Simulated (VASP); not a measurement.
Input of a VASP 6.6.1 run:

File INCAR:

```
SYSTEM = Lu3F2
  ALGO = Normal
  EDIFF = 1E-7
  ENCUT = 520
  GGA = PE
  ISIF = 2
  ISMEAR = 0
  LASPH = .True.
  LCHARG = .False.
  LREAL = .False.
  LWAVE = .False.
  NBANDS = 52
  NELM = 80
  PREC = Accurate
  SIGMA = 0.1
```

KPOINTS

```
k-points
0
Gamma
  8 8 8
  0 0 0
```

Contents of POSCAR:

```
Lu3F2
1.0
    4.8605346813      0.0000000000      0.0000000000
    0.0000000000      4.8605346813      0.0000000000
    0.0000000000      0.0000000000      4.8605346813
Lu F
3 2
Direct
    0.5000000000      0.0000000000      0.0000000000
    0.0000000000      0.5000000000      0.0000000000
    0.0000000000      0.0000000000      0.5000000000
    0.0000000000      0.0000000000      0.0000000000
    0.5000000000      0.5000000000      0.5000000000
```

Potentials or basis: VASP PAW PBE potentials, release 64 (Lu, F).

Launch:

```console
$ cat potpaw_PBE.64/Lu/POTCAR potpaw_PBE.64/F/POTCAR > POTCAR
$ mpirun -np 1 vasp_std > vasp.out
```

Problem. Estimate the band gap on the k mesh.

Solution. Zero (an odd number of electrons rules out a gap without spin polarisation).

Problem. What does it give for the pressure?

Solution. 0.1 GPa.

Caveat: spin-orbit coupling is left out, which moves the levels of the heavy elements.
